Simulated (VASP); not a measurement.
# BAs (F-43m) in VASP: settings compared, part 2 of 2

VASP 6.6.1.

## 4. Relaxation of cell and atoms, LDA

This run uses another cell than the first one, of 13.90 Å³/atom, 1.016 times its volume.

File INCAR:

```
SYSTEM = BAs
ALGO = Normal ; EDIFF = 1E-6
EDIFFG = -0.005 ; ENCUT = 600
IBRION = 2 ; ISIF = 3
ISMEAR = -1 ; LASPH = .TRUE.
LCHARG = .FALSE. ; LREAL = .FALSE.
LWAVE = .FALSE. ; NELM = 100
NSW = 80 ; PREC = Accurate
SIGMA = 0.02
```

File KPOINTS:

```
k-points
0
G
  8 8 8
  0 0 0
```

File POSCAR:

```
BAs
1.0
    0.0000000000      2.4044049122      2.4044049122
    2.4044049122      0.0000000000      2.4044049122
    2.4044049122      2.4044049122      0.0000000000
B As
1 1
Direct
    0.0000000000      0.0000000000      0.0000000000
    0.2500000000      0.2500000000      0.2500000000
```

Potentials or basis: VASP PAW LDA potentials, release 64 (B, As).

The run is started by

```console
cat potpaw_LDA.64/B/POTCAR potpaw_LDA.64/As/POTCAR > POTCAR
mpirun -np 1 vasp_std > vasp.out
```

OUTCAR:

```text
SYSTEM = BAs
   EDIFF = 1E-6
   EDIFFG = -0.005
   ENCUT = 600
   IBRION = 2
   ISIF = 3
   ISMEAR = -1
   LASPH = .TRUE.
   LREAL = .FALSE.
   NELM = 100
   NSW = 80
   PREC = Accurate

 ion  position               nearest neighbor table
   1  0.000  0.000  0.000-   2 2.08   2 2.08   2 2.08   2 2.08
   2  0.250  0.250  0.250-   1 2.08   1 2.08   1 2.08   1 2.08

  LATTYP: Found a face centered cubic cell.
 ALAT       =     4.8088098244

  Lattice vectors:

 A1 = (   0.0000000000,   2.4044049122,   2.4044049122)
 A2 = (   2.4044049122,   0.0000000000,   2.4044049122)
 A3 = (   2.4044049122,   2.4044049122,   0.0000000000)

Analysis of symmetry for initial positions (statically):
=====================================================================
 Subroutine PRICEL returns:
 Original cell was already a primitive cell.

 Routine SETGRP: Setting up the symmetry group for a
 face centered cubic supercell.

 Subroutine GETGRP returns: Found 24 space group operations
 (whereof 24 operations were pure point group operations)
 out of a pool of 48 trial point group operations.

The static configuration has the point symmetry T_d .

Analysis of symmetry for dynamics (positions and initial velocities):
=====================================================================
 Subroutine PRICEL returns:
 Original cell was already a primitive cell.

 Routine SETGRP: Setting up the symmetry group for a
 face centered cubic supercell.

 Subroutine GETGRP returns: Found 24 space group operations
 (whereof 24 operations were pure point group operations)
 out of a pool of 48 trial point group operations.

The dynamic configuration has the point symmetry T_d .

 Subroutine INISYM returns: Found 24 space group operations
 (whereof 24 operations are pure point group operations),
 and found     1 'primitive' translations

----------------------------------------------------------------------------------------

                                     Primitive cell

  volume of cell :      27.8005

  direct lattice vectors                    reciprocal lattice vectors
     0.000000000  2.404404912  2.404404912    -0.207951663  0.207951663  0.207951663
     2.404404912  0.000000000  2.404404912     0.207951663 -0.207951663  0.207951663
     2.404404912  2.404404912  0.000000000     0.207951663  0.207951663 -0.207951663

  length of vectors
     3.400342036  3.400342036  3.400342036     0.360182846  0.360182846  0.360182846

  position of ions in fractional coordinates (direct lattice)
     0.000000000  0.000000000  0.000000000
     0.250000000  0.250000000  0.250000000

  ion indices of the primitive-cell ions
   primitive index   ion index
                 1           1
                 2           2

----------------------------------------------------------------------------------------

 KPOINTS: k-points

Automatic generation of k-mesh.
 Grid dimensions read from file:
 generate k-points for:    8    8    8

 Generating k-lattice:

  Cartesian coordinates                     Fractional coordinates (reciprocal lattice)
[... 45 lines left out ...]
   dimension x,y,z NGX =    28 NGY =   28 NGZ =   28
   dimension x,y,z NGXF=    56 NGYF=   56 NGZF=   56
   ions per type =               1   1
   NGX,Y,Z   is equivalent  to a cutoff of  13.69, 13.69, 13.69 a.u.
   NGXF,Y,Z  is equivalent  to a cutoff of  27.38, 27.38, 27.38 a.u.
 SYSTEM =  BAs
   PREC   = accura    normal or accurate (medium, high low for compatibility)
   ISTART =      0    job   : 0-new  1-cont  2-samecut
   ICHARG =      2    charge: 1-file 2-atom 10-const
   ISPIN  =      1    spin polarized calculation?
   LNONCOLLINEAR =      F non collinear calculations
   LSORBIT =      F    spin-orbit coupling
   LASPH  =      T    aspherical Exc in radial PAW
   ENCUT  =  600.0 eV  44.10 Ry    6.64 a.u.   6.79  6.79  6.79*2*pi/ulx,y,z
   NELM   =    100;   NELMIN=  2; NELMDL= -5     # of ELM steps
   EDIFF  = 0.1E-05   stopping-criterion for ELM
   LREAL  =      F    real-space projection
   EDIFFG = -.5E-02   stopping-criterion for IOM
   NSW    =     80    number of steps for IOM
   IBRION =      2    ionic relax: 0-MD 1-quasi-New 2-CG
   NFREE  =      1    steps in history (QN), initial steepest desc. (CG)
   ISIF   =      3    stress and relaxation
   ISYM   =      2    0-nonsym 1-usesym 2-fastsym
   POTIM  = 0.5000    time-step for ionic-motion
   TEBEG  =    0.0;   TEEND  =   0.0 temperature during run
   PSTRESS=    0.0 pullay stress
   NELECT =       8.0000    total number of electrons
   NUPDOWN=      -1.0000    fix difference up-down
   EMIN   =  10.00;   EMAX   =-10.00  energy-range for DOS
   EFERMI =   0.00;   METHOD = LEGACY
   ISMEAR =    -1;   SIGMA  =   0.02  broadening in eV -4-tet -1-fermi 0-gaus
   EFERMI_NEDOS =   21; number of points for ismear=-14 and -15
   IALGO  =     38    algorithm
   IMIX   =      4    mixing-type and parameters
     AMIX     =   0.40;   BMIX     =  1.00
     AMIX_MAG =   1.60;   BMIX_MAG =  1.00
  volume/ion in A,a.u.               =      13.90        93.80
  Fermi-wavevector in a.u.,A,eV,Ry     =   1.080821  2.042456 15.893981  1.168175
  Thomas-Fermi vector in A             =   2.216822
   LORBIT       =      0    0 simple, 1 ext, 2 COOP (PROOUT), +10 PAW based schemes
   GGA     = CA    functional components
   LHFCALC =     F    Hartree Fock is set to
   AEXX    =    0.0000 exact exchange contribution
   IVDW    =     0    specifies the selected vdW correction
   LEPSILON=     F    determine dielectric tensor
   LRPA    =     F    only Hartree local field effects (RPA)
 conjugate gradient relaxation of ions
 non-spin polarized calculation
  energy-cutoff  :      600.00
  volume of cell :       27.80
 maximum number of plane-waves:       941
   NGX = 13   NGY = 13   NGZ = 13

--------------------------------------- Ionic step        1  -------------------------------------------

 number of electron       8.0000000 magnetization

 Free energy of the ion-electron system (eV)
  ---------------------------------------------------
  ext. energy  EPLUGINS =         0.00000000
  ---------------------------------------------------
  free energy    TOTEN  =       -12.90456503 eV

  energy without entropy =      -12.90456503  energy(sigma->0) =      -12.90456503

------------------------ aborting loop because EDIFF is reached ----------------------------------------

  FORCE on cell =-STRESS in cart. coord.  units (eV):
  Direction    XX          YY          ZZ          XY          YZ          ZX
  --------------------------------------------------------------------------------------
  -------------------------------------------------------------------------------------
  Total       -0.9831338     -0.9831338     -0.9831338      0.0000000     -0.0000000      0.0000000
  in kB      -56.6591950    -56.6591950    -56.6591950      0.0000000     -0.0000000      0.0000000
  external PRESSURE =     -56.6591950 kB  Pullay stress =       0.0000000 kB
[... 59 lines left out ...]
--------------------------------------- Ionic step        3  -------------------------------------------

 number of electron       8.0000000 magnetization

 Free energy of the ion-electron system (eV)
  ---------------------------------------------------
  ext. energy  EPLUGINS =         0.00000000
  ---------------------------------------------------
  free energy    TOTEN  =       -12.92542765 eV

  energy without entropy =      -12.92542765  energy(sigma->0) =      -12.92542765

 E-fermi :   6.8167     XC(G=0): -10.8746

 val. band max:        6.4053623040   @ k =   0.0000   0.0000   0.0000
 cond. band min:       7.5241008365   @ k =   0.3750   0.3750   0.0000
 fundamental gap:      1.1187385325
 Fermi energy:         6.8166821872

 k-point     1 :       0.0000    0.0000    0.0000
  band No.  band energies     occupation
      1      -9.1703      2.00000
      2       6.4054      2.00000
      3       6.4054      2.00000
      4       6.4054      2.00000
      5       9.6826      0.00000
      6       9.6826      0.00000
      7       9.6826      0.00000
      8      11.3782      0.00000
[... 243 lines left out ...]
 k-point    24 :      -0.3750    0.2500    0.1250
  band No.  band energies     occupation
      1      -5.6551      2.00000
      2      -1.9721      2.00000
      3       1.7761      2.00000
      4       3.2583      2.00000
      5      10.3539      0.00000
      6      11.1945      0.00000
      7      13.9176      0.00000
      8      15.4773      0.00000

 [... further k-points ...]

------------------------ aborting loop because EDIFF is reached ----------------------------------------

  FORCE on cell =-STRESS in cart. coord.  units (eV):
  Direction    XX          YY          ZZ          XY          YZ          ZX
  --------------------------------------------------------------------------------------
  -------------------------------------------------------------------------------------
  Total       -0.0033385     -0.0033385     -0.0033385      0.0000000      0.0000000     -0.0000000
  in kB       -0.2005934     -0.2005934     -0.2005934      0.0000000      0.0000000     -0.0000000
  external PRESSURE =      -0.2005934 kB  Pullay stress =       0.0000000 kB
[... 17 lines left out ...]
  FREE ENERGIE OF THE ION-ELECTRON SYSTEM (eV)
  ---------------------------------------------------
  free  energy   TOTEN  =       -12.9254276491 eV

  energy  without entropy=      -12.9254276491  energy(sigma->0) =      -12.92542765

 reached required accuracy - stopping structural energy minimisation
```

It took 7.6 s on 1 thread of AMD EPYC 9R45 (Zen 5), shared host; peak memory 0.12 GiB.

What came out:

| Property | Result |
| --- | --- |
| Free energy | -12.9254 eV |
| Relaxed volume | 13.33 Å³/atom |
| Relaxed cell | a = 3.353 Å, b = 3.353 Å, c = 3.353 Å, α = 60.00°, β = 60.00°, γ = 60.00° |
| Space group after relaxing (to 0.05 Å) | F-43m (No. 216) |
| Energy gained by relaxing | 10.4 meV/atom |
| Ionic steps | 3 |
| Pressure after relaxing | 0.0 GPa |
| Band gap on the k mesh | 1.12 eV, indirect (least direct gap 3.28 eV) |

The path:
| step | energy change (eV) | largest force (eV/Å) | pressure (GPa) | volume (Å³) |
| --- | --- | --- | --- | --- |
| 1 | 0.0000 | 0.0000 | -5.67 | 27.80 |
| 2 | -0.0094 | 0.0000 | 4.74 | 25.87 |
| 3 | -0.0209 | 0.0000 | -0.02 | 26.67 |

Final structure:
```
B As
1.0
     0.00000    2.37122    2.37122
     2.37122    0.00000    2.37122
     2.37122    2.37122    0.00000
B As
1 1
Direct
  0.00000 0.00000 0.00000
  0.25000 0.25000 0.25000
```

A k mesh can miss the band edges. LDA usually gives volumes a few per cent too small.

## 5. Relaxation of cell and atoms, r2SCAN

This run uses another cell than the first one, of 13.90 Å³/atom, 1.016 times its volume.

POSCAR is that of step 4.

File INCAR.step1:

```
  PREC = Accurate
  ENCUT = 600
  ISMEAR = -1
  SIGMA = 0.02
  LREAL = False
  LASPH = True
  NELM = 60
  GGA = PE
  ALGO = Normal
  EDIFF = 1E-4
  LWAVE = True
  LCHARG = False
```

File INCAR.step2:

```
  PREC = Accurate
  ENCUT = 600
  EDIFF = 1E-7
  ISMEAR = -1
  SIGMA = 0.02
  LREAL = False
  LASPH = True
  NELM = 60
  ALGO = Normal
  ISIF = 3
  LWAVE = False
  LCHARG = False
  METAGGA = R2SCAN
  LMIXTAU = True
  IBRION = 2
  NSW = 80
  EDIFFG = -0.005
  ISTART = 1
```

File KPOINTS:

```
regular mesh
0
Gamma
  8 8 8
```

Potentials or basis: VASP PAW PBE potentials, release 64 (B, As).

The run is started by

```console
cat potpaw_PBE.64/B/POTCAR potpaw_PBE.64/As/POTCAR > POTCAR
cp INCAR.step1 INCAR
mpirun -np 1 vasp_std > vasp.out
cp INCAR.step2 INCAR
mpirun -np 1 vasp_std > vasp.out
```

OUTCAR:

```text
PREC = Accurate
   ENCUT = 600
   EDIFF = 1E-7
   ISMEAR = -1
   LREAL = False
   LASPH = True
   NELM = 60
   ISIF = 3
   METAGGA = R2SCAN
   IBRION = 2
   NSW = 80
   EDIFFG = -0.005
   ISTART = 1

 ion  position               nearest neighbor table
   1  0.000  0.000  0.000-   2 2.08   2 2.08   2 2.08   2 2.08
   2  0.250  0.250  0.250-   1 2.08   1 2.08   1 2.08   1 2.08

  LATTYP: Found a face centered cubic cell.
 ALAT       =     4.8088098244

  Lattice vectors:

 A1 = (   0.0000000000,   2.4044049122,   2.4044049122)
 A2 = (   2.4044049122,   0.0000000000,   2.4044049122)
 A3 = (   2.4044049122,   2.4044049122,   0.0000000000)

Analysis of symmetry for initial positions (statically):
=====================================================================
 Subroutine PRICEL returns:
[... 257 lines left out ...]
 fundamental gap:      1.3875331576
 Fermi energy:         6.3396042722

 k-point     1 :       0.0000    0.0000    0.0000
  band No.  band energies     occupation
      1     -10.1438      2.00000
      2       5.9583      2.00000
      3       5.9583      2.00000
      4       5.9583      2.00000
      5       9.3971      0.00000
      6       9.3971      0.00000
      7       9.3971      0.00000
      8      11.0327      0.00000
[... 243 lines left out ...]
 k-point    24 :      -0.3750    0.2500    0.1250
  band No.  band energies     occupation
      1      -6.5321      2.00000
      2      -2.7501      2.00000
      3       1.1885      2.00000
      4       2.7381      2.00000
      5      10.2731      0.00000
      6      11.0075      0.00000
      7      13.9120      0.00000
      8      15.5526      0.00000

 [... further k-points ...]

------------------------ aborting loop because EDIFF is reached ----------------------------------------

  FORCE on cell =-STRESS in cart. coord.  units (eV):
  Direction    XX          YY          ZZ          XY          YZ          ZX
  --------------------------------------------------------------------------------------
  -------------------------------------------------------------------------------------
  Total        0.0019391      0.0019391      0.0019391      0.0000000      0.0000000     -0.0000000
  in kB        0.1133295      0.1133295      0.1133295      0.0000000      0.0000000     -0.0000000
  external PRESSURE =       0.1133295 kB  Pullay stress =       0.0000000 kB
[... 17 lines left out ...]
  FREE ENERGIE OF THE ION-ELECTRON SYSTEM (eV)
  ---------------------------------------------------
  free  energy   TOTEN  =       -22.2555656074 eV

  energy  without entropy=      -22.2555656074  energy(sigma->0) =      -22.25556561

 reached required accuracy - stopping structural energy minimisation
```

OUTCAR.step1:

```text
PREC = Accurate
   ENCUT = 600
   ISMEAR = -1
   LREAL = False
   LASPH = True
[... 484 lines left out ...]
      0.00000      0.00000      0.00000        -0.000000     -0.000000      0.000000
      1.20220      1.20220      1.20220         0.000000      0.000000     -0.000000
 -----------------------------------------------------------------------------------
    total drift:                               -0.000000     -0.000000     -0.000000

  FREE ENERGIE OF THE ION-ELECTRON SYSTEM (eV)
  ---------------------------------------------------
  free  energy   TOTEN  =       -11.4120633449 eV

  energy  without entropy=      -11.4120633449  energy(sigma->0) =      -11.41206334
```

Run time: 54 s. Hardware: 1 thread of AMD EPYC 9R45 (Zen 5), shared host; peak memory 0.14 GiB.

What came out:

```yaml
Free_energy: -22.2556 eV
Relaxed_volume: 13.71 Å³/atom
Relaxed_cell: a = 3.384 Å, b = 3.384 Å, c = 3.384 Å, α = 60.00°, β = 60.00°, γ = 60.00°
Space_group_after_relaxing_to_0.05_Å: F-43m (No. 216)
Energy_gained_by_relaxing: 1.2 meV/atom
Ionic_steps: 3
Pressure_after_relaxing: 0.0 GPa
Band_gap_on_the_k_mesh: 1.39 eV, indirect (least direct gap 3.44 eV)
```

Step by step:
```
step  energy change (eV)  largest force (eV/Å)  pressure (GPa)  volume (Å³)
   1              0.0000                0.0000           -1.93        27.80
   2             -0.0011                0.0000            1.51        27.13
   3             -0.0024                0.0000            0.01        27.41
```

Final structure:
```xyz
2
Lattice="0.0000 2.3932 2.3932 2.3932 0.0000 2.3932 2.3932 2.3932 0.0000" Properties=species:S:1:pos:R:3 pbc="T T T"
B     0.0000    0.0000    0.0000
As    1.1966    1.1966    1.1966
```

Levels at points of the mesh, in eV from the valence-band top:
| k point | band 1 | band 2 | band 3 | band 4 | band 5 | band 6 | band 7 | band 8 |
| --- | --- | --- | --- | --- | --- | --- | --- | --- |
| (0.00, 0.00, 0.00) | -16.10 | 0.00 | 0.00 | 0.00 | 3.44 | 3.44 | 3.44 | 5.07 |
| (0.50, 0.00, 0.00) | -13.10 | -9.20 | -1.93 | -1.93 | 2.94 | 5.05 | 5.05 | 9.56 |
| (0.50, 0.50, 0.00) | -11.67 | -9.03 | -4.28 | -4.28 | 1.62 | 1.70 | 12.10 | 12.10 |

Caveat: the PAW data sets were made with another functional, which shifts forces and pressure a little.

## 6. Overview

```tsv
task	level	potentials or basis	cell	cutoff (eV)	gap on the mesh (eV)	pressure (GPa)	relaxed volume (Å³/atom)
single point	r2SCAN	VASP PAW PBE potentials, release 64 (B, As)	a = 3.383 Å, angles 60.0°, 2 atoms	520	1.39	0.3	-
relaxation of cell and atoms	PBEsol	VASP PAW PBE potentials, release 64 (B, As)	relaxed from a = 3.400 Å, angles 60.0°, 2 atoms	600	1.09	0.0	13.63
relaxation of cell and atoms	LDA	VASP PAW LDA potentials, release 64 (B, As)	relaxed from a = 3.400 Å, angles 60.0°, 2 atoms	600	1.12	0.0	13.33
relaxation of cell and atoms	r2SCAN	VASP PAW PBE potentials, release 64 (B, As)	relaxed from a = 3.400 Å, angles 60.0°, 2 atoms	600	1.39	0.0	13.71
```

Alike in all rows: no spin polarisation; k mesh 8 × 8 × 8; smearing fermi-dirac 0.02 eV.

Caveats: the PAW data sets were made with another functional, which shifts forces and pressure a little (some runs).

Absolute energies hang on the potentials; compare differences alone.
